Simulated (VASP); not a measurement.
# P (Fm-3m) in VASP: notebook, part 2 of 2

VASP 6.6.1. The steps go on from the part before.

### 4 Single point, LDA (13.31 Å³/atom)

This run uses another cell than the first one, of 13.31 Å³/atom.

The input, INCAR:

```
SYSTEM = P
PREC = Accurate
ENCUT = 520
EDIFF = 1E-6
ISMEAR = -1
SIGMA = 0.1
LREAL = .FALSE.
LASPH = .TRUE.
NELM = 100
ALGO = Normal
ISIF = 2
LWAVE = .FALSE.
LCHARG = .FALSE.
NBANDS = 8
```

The input, KPOINTS:

```
regular mesh
0
G
  16 16 16
  0 0 0
```

The input, POSCAR:

```
P
1.0
    0.0000000000      1.8808632084      1.8808632084
    1.8808632084      0.0000000000      1.8808632084
    1.8808632084      1.8808632084      0.0000000000
P
1
Direct
    0.0000000000      0.0000000000      0.0000000000
```

Potentials or basis: VASP PAW LDA potentials, release 64 (P).

Run with:

```console
cat potpaw_LDA.64/P/POTCAR > POTCAR
mpirun -np 1 vasp_std > vasp.out
```

OUTCAR:

```text
SYSTEM = P
   PREC = Accurate
   ENCUT = 520
   EDIFF = 1E-6
   ISMEAR = -1
   LREAL = .FALSE.
   LASPH = .TRUE.
   NELM = 100
   ISIF = 2

 ion  position               nearest neighbor table
   1  0.000  0.000  0.000-

  LATTYP: Found a face centered cubic cell.
 ALAT       =     3.7617264168

  Lattice vectors:

 A1 = (   0.0000000000,   1.8808632084,   1.8808632084)
 A2 = (   1.8808632084,   0.0000000000,   1.8808632084)
 A3 = (   1.8808632084,   1.8808632084,   0.0000000000)

Analysis of symmetry for initial positions (statically):
=====================================================================
 Subroutine PRICEL returns:
 Original cell was already a primitive cell.

 Routine SETGRP: Setting up the symmetry group for a
 face centered cubic supercell.

 Subroutine GETGRP returns: Found 48 space group operations
 (whereof 48 operations were pure point group operations)
 out of a pool of 48 trial point group operations.

The static configuration has the point symmetry O_h .

Analysis of symmetry for dynamics (positions and initial velocities):
=====================================================================
 Subroutine PRICEL returns:
 Original cell was already a primitive cell.

 Routine SETGRP: Setting up the symmetry group for a
 face centered cubic supercell.

 Subroutine GETGRP returns: Found 48 space group operations
 (whereof 48 operations were pure point group operations)
 out of a pool of 48 trial point group operations.

The dynamic configuration has the point symmetry O_h .

 Subroutine INISYM returns: Found 48 space group operations
 (whereof 48 operations are pure point group operations),
 and found     1 'primitive' translations

----------------------------------------------------------------------------------------

                                     Primitive cell

  volume of cell :      13.3077
[... 106 lines left out ...]
     AMIX     =   0.40;   BMIX     =  1.00
     AMIX_MAG =   1.60;   BMIX_MAG =  1.00
  volume/ion in A,a.u.               =      13.31        89.80
  Fermi-wavevector in a.u.,A,eV,Ry     =   1.181311  2.232354 18.986875  1.395496
  Thomas-Fermi vector in A             =   2.317587
   LORBIT       =      0    0 simple, 1 ext, 2 COOP (PROOUT), +10 PAW based schemes
   GGA     = CA    functional components
   LHFCALC =     F    Hartree Fock is set to
   AEXX    =    0.0000 exact exchange contribution
   IVDW    =     0    specifies the selected vdW correction
   LEPSILON=     F    determine dielectric tensor
   LRPA    =     F    only Hartree local field effects (RPA)
 non-spin polarized calculation
  energy-cutoff  :      520.00
  volume of cell :       13.31
 maximum number of plane-waves:       370
   NGX =  9   NGY =  9   NGZ =  9

 number of electron       5.0000001 magnetization

 Free energy of the ion-electron system (eV)
  ---------------------------------------------------
  ext. energy  EPLUGINS =         0.00000000
  ---------------------------------------------------
  free energy    TOTEN  =        -5.29906517 eV

  energy without entropy =       -5.27916817  energy(sigma->0) =       -5.28911667

 E-fermi :  11.0276     XC(G=0): -11.9305

 val. band max:       10.9872844034   @ k =   0.3750   0.2500   0.1250
 cond. band min:      11.0279854934   @ k =  -0.4375   0.5000   0.0625
 fundamental gap:      0.0407010900
 Fermi energy:        11.0276021698

 k-point     1 :       0.0000    0.0000    0.0000
  band No.  band energies     occupation
      1      -6.1780      2.00000
      2      18.5881      0.00000
      3      18.5881      0.00000
      4      18.5881      0.00000
      5      22.6945      0.00000
      6      22.6945      0.00000
      7      22.6945      0.00000
      8      29.3514      0.00000
[... 243 lines left out ...]
 k-point    24 :      -0.0625    0.0625    0.0000
  band No.  band energies     occupation
      1      -5.8671      2.00000
      2      16.7086      0.00000
      3      17.0208      0.00000
      4      18.5944      0.00000
      5      22.9257      0.00000
      6      22.9978      0.00000
      7      24.0655      0.00000
      8      27.8043      0.00000

 [... further k-points ...]

------------------------ aborting loop because EDIFF is reached ----------------------------------------

  FORCE on cell =-STRESS in cart. coord.  units (eV):
  Direction    XX          YY          ZZ          XY          YZ          ZX
  --------------------------------------------------------------------------------------
  -------------------------------------------------------------------------------------
  Total        0.4405751      0.4405751      0.4405751      0.0000000      0.0000000     -0.0000000
  in kB       53.0431013     53.0431013     53.0431013      0.0000000      0.0000000     -0.0000000
  external PRESSURE =      53.0431013 kB  Pullay stress =       0.0000000 kB

 VOLUME and BASIS-vectors are now :
 -----------------------------------------------------------------------------
  energy-cutoff  :      520.00
  volume of cell :       13.31
      direct lattice vectors                 reciprocal lattice vectors
     0.000000000  1.880863208  1.880863208    -0.265835388  0.265835388  0.265835388
     1.880863208  0.000000000  1.880863208     0.265835388 -0.265835388  0.265835388
     1.880863208  1.880863208  0.000000000     0.265835388  0.265835388 -0.265835388

 POSITION                                       TOTAL-FORCE (eV/Angst)
 -----------------------------------------------------------------------------------
      0.00000      0.00000      0.00000         0.000000     -0.000000      0.000000
 -----------------------------------------------------------------------------------
    total drift:                                0.000000      0.000000     -0.000000

  FREE ENERGIE OF THE ION-ELECTRON SYSTEM (eV)
  ---------------------------------------------------
  free  energy   TOTEN  =        -5.2990651709 eV

  energy  without entropy=       -5.2791681669  energy(sigma->0) =       -5.28911667
```

Run time: 8.5 s. Hardware: 1 thread of Intel Xeon Platinum 8259CL at 2.50GHz (Skylake/Cascade Lake), shared host; peak memory 0.12 GiB.

What came out:

| Quantity | Value |
| --- | --- |
| Free energy | -5.2991 eV |
| Pressure | 5.3 GPa |
| Band gap on the k mesh | zero (an odd number of electrons rules out a gap without spin polarisation) |

Caveat: the cell stands under pressure; an odd number of electrons without spin polarisation forces a metal; a magnetic or distorted state may lie lower.

### 5 Single point, LDA (13.86 Å³/atom)

The input, INCAR:

```
SYSTEM = P
ALGO     = Normal         ! electronic algorithm
EDIFF    = 1E-6           ! SCF threshold, eV
ENCUT    = 520            ! plane-wave cutoff, eV
ISIF     = 2              ! what is computed and relaxed
ISMEAR   = -1             ! smearing method
LASPH    = .TRUE.         ! aspherical terms in the spheres
LCHARG   = .TRUE.         ! write CHGCAR
LELF     = .TRUE.         ! ELF
LREAL    = .FALSE.        ! projectors in reciprocal space
LVHAR    = .TRUE.       
LWAVE    = .FALSE.        ! write WAVECAR
NBANDS   = 8              ! bands
NELM     = 100            ! most SCF steps
PREC     = Accurate       ! precision mode
SIGMA    = 0.1            ! smearing width, eV
```

The input, KPOINTS:

```
k-points
0
G
  16 16 16
  0 0 0
```

The input, POSCAR:

```
P
1.0
    0.0000000000      1.9066316600      1.9066316600
    1.9066316600      0.0000000000      1.9066316600
    1.9066316600      1.9066316600      0.0000000000
P
1
Direct
    0.0000000000      0.0000000000      0.0000000000
```

Potentials or basis: VASP PAW LDA potentials, release 64 (P).

Run with:

```console
cat potpaw_LDA.64/P/POTCAR > POTCAR
mpirun -np 1 vasp_std > vasp.out
```

OUTCAR:

```text
SYSTEM = P
   EDIFF = 1E-6
   ENCUT = 520
   ISIF = 2
   ISMEAR = -1
   LASPH = .TRUE.
   LREAL = .FALSE.
   NELM = 100
   PREC = Accurate

 ion  position               nearest neighbor table
   1  0.000  0.000  0.000-

  LATTYP: Found a face centered cubic cell.
 ALAT       =     3.8132633200

  Lattice vectors:

 A1 = (   0.0000000000,   1.9066316600,   1.9066316600)
 A2 = (   1.9066316600,   0.0000000000,   1.9066316600)
 A3 = (   1.9066316600,   1.9066316600,   0.0000000000)

Analysis of symmetry for initial positions (statically):
=====================================================================
 Subroutine PRICEL returns:
 Original cell was already a primitive cell.

 Routine SETGRP: Setting up the symmetry group for a
 face centered cubic supercell.

 Subroutine GETGRP returns: Found 48 space group operations
 (whereof 48 operations were pure point group operations)
 out of a pool of 48 trial point group operations.

The static configuration has the point symmetry O_h .

Analysis of symmetry for dynamics (positions and initial velocities):
=====================================================================
 Subroutine PRICEL returns:
 Original cell was already a primitive cell.

 Routine SETGRP: Setting up the symmetry group for a
 face centered cubic supercell.

 Subroutine GETGRP returns: Found 48 space group operations
 (whereof 48 operations were pure point group operations)
 out of a pool of 48 trial point group operations.

The dynamic configuration has the point symmetry O_h .

 Subroutine INISYM returns: Found 48 space group operations
 (whereof 48 operations are pure point group operations),
 and found     1 'primitive' translations

----------------------------------------------------------------------------------------

                                     Primitive cell

  volume of cell :      13.8621

  direct lattice vectors                    reciprocal lattice vectors
     0.000000000  1.906631660  1.906631660    -0.262242577  0.262242577  0.262242577
     1.906631660  0.000000000  1.906631660     0.262242577 -0.262242577  0.262242577
     1.906631660  1.906631660  0.000000000     0.262242577  0.262242577 -0.262242577

  length of vectors
     2.696384352  2.696384352  2.696384352     0.454217467  0.454217467  0.454217467

  position of ions in fractional coordinates (direct lattice)
     0.000000000  0.000000000  0.000000000

  ion indices of the primitive-cell ions
   primitive index   ion index
                 1           1

----------------------------------------------------------------------------------------

 KPOINTS: k-points

Automatic generation of k-mesh.
 Grid dimensions read from file:
 generate k-points for:   16   16   16

 Generating k-lattice:

  Cartesian coordinates                     Fractional coordinates (reciprocal lattice)
    -0.016390161  0.016390161  0.016390161     0.062500000  0.000000000  0.000000000
     0.016390161 -0.016390161  0.016390161     0.000000000  0.062500000  0.000000000
     0.016390161  0.016390161 -0.016390161     0.000000000  0.000000000  0.062500000

  Length of vectors
     0.028388592  0.028388592  0.028388592

  Shift w.r.t. Gamma in fractional coordinates (k-lattice)
     0.000000000  0.000000000  0.000000000

 Subroutine IBZKPT returns following result:
 ===========================================

 Found    145 irreducible k-points:

 Following reciprocal coordinates:
            Coordinates               Weight
  0.000000  0.000000  0.000000      1.000000
  0.062500  0.000000  0.000000      8.000000
  0.125000  0.000000  0.000000      8.000000
  0.187500  0.000000  0.000000      8.000000
  0.250000  0.000000  0.000000      8.000000
  0.312500  0.000000  0.000000      8.000000
[... 16 lines left out ...]
 -0.125000  0.062500  0.000000     24.000000
 -0.062500  0.062500  0.000000     12.000000
 [... further k-points ...]
   k-points           NKPTS =    145   k-points in BZ     NKDIM =    145   number of bands    NBANDS=      8
   number of dos      NEDOS =    301   number of ions     NIONS =      1
   total plane-waves  NPLWV =   8000
   dimension x,y,z NGX =    20 NGY =   20 NGZ =   20
   dimension x,y,z NGXF=    40 NGYF=   40 NGZF=   40
   ions per type =               1
   NGX,Y,Z   is equivalent  to a cutoff of  12.33, 12.33, 12.33 a.u.
   NGXF,Y,Z  is equivalent  to a cutoff of  24.66, 24.66, 24.66 a.u.
 SYSTEM =  P
   PREC   = accura    normal or accurate (medium, high low for compatibility)
   ISTART =      0    job   : 0-new  1-cont  2-samecut
   ICHARG =      2    charge: 1-file 2-atom 10-const
   ISPIN  =      1    spin polarized calculation?
   LNONCOLLINEAR =      F non collinear calculations
   LSORBIT =      F    spin-orbit coupling
   LASPH  =      T    aspherical Exc in radial PAW
   ENCUT  =  520.0 eV  38.22 Ry    6.18 a.u.   5.01  5.01  5.01*2*pi/ulx,y,z
   NELM   =    100;   NELMIN=  2; NELMDL= -5     # of ELM steps
   EDIFF  = 0.1E-05   stopping-criterion for ELM
   LREAL  =      F    real-space projection
   EDIFFG = 0.1E-04   stopping-criterion for IOM
   NSW    =      0    number of steps for IOM
   IBRION =     -1    ionic relax: 0-MD 1-quasi-New 2-CG
   NFREE  =      0    steps in history (QN), initial steepest desc. (CG)
   ISIF   =      2    stress and relaxation
   ISYM   =      2    0-nonsym 1-usesym 2-fastsym
   POTIM  = 0.5000    time-step for ionic-motion
   TEBEG  =    0.0;   TEEND  =   0.0 temperature during run
   PSTRESS=    0.0 pullay stress
   NELECT =       5.0000    total number of electrons
   NUPDOWN=      -1.0000    fix difference up-down
   EMIN   =  10.00;   EMAX   =-10.00  energy-range for DOS
   EFERMI =   0.00;   METHOD = LEGACY
   ISMEAR =    -1;   SIGMA  =   0.10  broadening in eV -4-tet -1-fermi 0-gaus
   EFERMI_NEDOS =   21; number of points for ismear=-14 and -15
   IALGO  =     38    algorithm
   IMIX   =      4    mixing-type and parameters
     AMIX     =   0.40;   BMIX     =  1.00
     AMIX_MAG =   1.60;   BMIX_MAG =  1.00
  volume/ion in A,a.u.               =      13.86        93.55
  Fermi-wavevector in a.u.,A,eV,Ry     =   1.165345  2.202184 18.477121  1.358030
  Thomas-Fermi vector in A             =   2.301872
   LORBIT       =      0    0 simple, 1 ext, 2 COOP (PROOUT), +10 PAW based schemes
   GGA     = CA    functional components
   LHFCALC =     F    Hartree Fock is set to
   AEXX    =    0.0000 exact exchange contribution
   IVDW    =     0    specifies the selected vdW correction
   LEPSILON=     F    determine dielectric tensor
   LRPA    =     F    only Hartree local field effects (RPA)
 non-spin polarized calculation
  energy-cutoff  :      520.00
  volume of cell :       13.86
 maximum number of plane-waves:       388
   NGX =  9   NGY =  9   NGZ =  9

 number of electron       4.9999999 magnetization

 Free energy of the ion-electron system (eV)
  ---------------------------------------------------
  ext. energy  EPLUGINS =         0.00000000
  ---------------------------------------------------
  free energy    TOTEN  =        -5.30931315 eV

  energy without entropy =       -5.28970143  energy(sigma->0) =       -5.29950729

 E-fermi :  10.4003     XC(G=0): -11.7534

 val. band max:       10.3798821527   @ k =  -0.4375   0.3750   0.1875
 cond. band min:      10.4125207876   @ k =  -0.4375   0.5000   0.0625
 fundamental gap:      0.0326386349
 Fermi energy:        10.4002944395

 k-point     1 :       0.0000    0.0000    0.0000
  band No.  band energies     occupation
      1      -6.3512      2.00000
      2      17.5732      0.00000
      3      17.5732      0.00000
      4      17.5732      0.00000
      5      21.9872      0.00000
      6      21.9872      0.00000
      7      21.9872      0.00000
      8      28.4506      0.00000
[... 243 lines left out ...]
 k-point    24 :      -0.0625    0.0625    0.0000
  band No.  band energies     occupation
      1      -6.0498      2.00000
      2      15.8087      0.00000
      3      16.1644      0.00000
      4      17.5747      0.00000
      5      22.1107      0.00000
      6      22.2816      0.00000
      7      23.2405      0.00000
      8      26.9378      0.00000

 [... further k-points ...]

------------------------ aborting loop because EDIFF is reached ----------------------------------------

  FORCE on cell =-STRESS in cart. coord.  units (eV):
  Direction    XX          YY          ZZ          XY          YZ          ZX
  --------------------------------------------------------------------------------------
  -------------------------------------------------------------------------------------
  Total        0.0538824      0.0538824      0.0538824     -0.0000000      0.0000000     -0.0000000
  in kB        6.2276904      6.2276904      6.2276904     -0.0000000      0.0000000     -0.0000000
  external PRESSURE =       6.2276904 kB  Pullay stress =       0.0000000 kB

 VOLUME and BASIS-vectors are now :
 -----------------------------------------------------------------------------
  energy-cutoff  :      520.00
  volume of cell :       13.86
      direct lattice vectors                 reciprocal lattice vectors
     0.000000000  1.906631660  1.906631660    -0.262242577  0.262242577  0.262242577
     1.906631660  0.000000000  1.906631660     0.262242577 -0.262242577  0.262242577
     1.906631660  1.906631660  0.000000000     0.262242577  0.262242577 -0.262242577

 POSITION                                       TOTAL-FORCE (eV/Angst)
 -----------------------------------------------------------------------------------
      0.00000      0.00000      0.00000         0.000000      0.000000      0.000000
 -----------------------------------------------------------------------------------
    total drift:                                0.000000      0.000000     -0.000000

  FREE ENERGIE OF THE ION-ELECTRON SYSTEM (eV)
  ---------------------------------------------------
  free  energy   TOTEN  =        -5.3093131484 eV

  energy  without entropy=       -5.2897014325  energy(sigma->0) =       -5.29950729
```

It took 8.8 s on 1 thread of Intel Xeon Platinum 8259CL at 2.50GHz (Skylake/Cascade Lake), shared host; peak memory 0.12 GiB.

Results:

```
Free energy            : -5.3093 eV
Pressure               : 0.6 GPa
Band gap on the k mesh : zero (an odd number of electrons rules out a gap without spin polarisation)
```

Caveat: an odd number of electrons without spin polarisation forces a metal; a magnetic or distorted state may lie lower.

### 6 Single point, LDA (14.97 Å³/atom)

This run uses another cell than the first one, of 14.97 Å³/atom.

The input, INCAR:

```
SYSTEM = P
PREC = Accurate
ENCUT = 520
EDIFF = 1E-7
ISMEAR = -1
SIGMA = 0.1
LREAL = .False.
LASPH = .True.
NELM = 80
ALGO = Normal
ISIF = 2
LWAVE = .False.
LCHARG = .False.
GGA = CA
NBANDS = 8
```

The input, KPOINTS:

```
Automatic mesh
0
Gamma
  16 16 16
  0 0 0
```

The input, POSCAR:

```
P
1.0
    0.0000000000      1.9561765666      1.9561765666
    1.9561765666      0.0000000000      1.9561765666
    1.9561765666      1.9561765666      0.0000000000
P
1
Direct
    0.0000000000      0.0000000000      0.0000000000
```

Potentials or basis: VASP PAW LDA potentials, release 64 (P).

Run with:

```console
cat potpaw_LDA.64/P/POTCAR > POTCAR
mpirun -np 1 vasp_std > vasp.out
```

Wall time 8.9 s (1 thread of Intel Xeon Platinum 8259CL at 2.50GHz (Skylake/Cascade Lake), shared host); peak memory 0.12 GiB.

The run converged. Its results:

| Item | Value |
| --- | --- |
| Free energy | -5.2872 eV |
| Pressure | -6.7 GPa |
| Band gap on the k mesh | zero (an odd number of electrons rules out a gap without spin polarisation) |

Levels at points of the mesh, in eV from the Fermi level:
| k point | band 1 | band 2 | band 3 | band 4 | band 5 | band 6 |
| --- | --- | --- | --- | --- | --- | --- |
| (0.00, 0.00, 0.00) | -15.95 | 6.47 | 6.47 | 6.47 | 11.42 | 11.42 |
| (0.50, 0.00, 0.00) | -10.33 | -7.74 | 4.60 | 4.60 | 10.48 | 10.51 |
| (0.50, 0.50, 0.00) | -7.81 | -6.45 | 0.67 | 0.67 | 4.55 | 5.01 |

Caveat: the cell stands under tension; an odd number of electrons without spin polarisation forces a metal; a magnetic or distorted state may lie lower.

### 7 Summary

| cell | k mesh | gap on the mesh (eV) | pressure (GPa) |
| --- | --- | --- | --- |
| a = 2.696 Å, angles 60.0°, 1 atom | 14 × 14 × 14 | none | -0.1 |
| a = 2.622 Å, angles 60.0°, 1 atom | 16 × 16 × 16 | none | 10.9 |
| a = 2.660 Å, angles 60.0°, 1 atom | 16 × 16 × 16 | none | 5.3 |
| a = 2.696 Å, angles 60.0°, 1 atom | 16 × 16 × 16 | none | 0.6 |
| a = 2.766 Å, angles 60.0°, 1 atom | 16 × 16 × 16 | none | -6.7 |

Alike in all rows: task single point; level LDA; potentials or basis VASP PAW LDA potentials, release 64 (P); no spin polarisation; cutoff (eV) 520; smearing fermi-dirac 0.1 eV.

Caveats: an odd number of electrons without spin polarisation forces a metal; a magnetic or distorted state may lie lower; the cell stands under pressure (at least some runs); the cell stands under tension (at least some runs).

Absolute energies hang on the potentials; compare differences alone.

The gap in the log of VASP goes by the Fermi energy; the results here count the filled bands.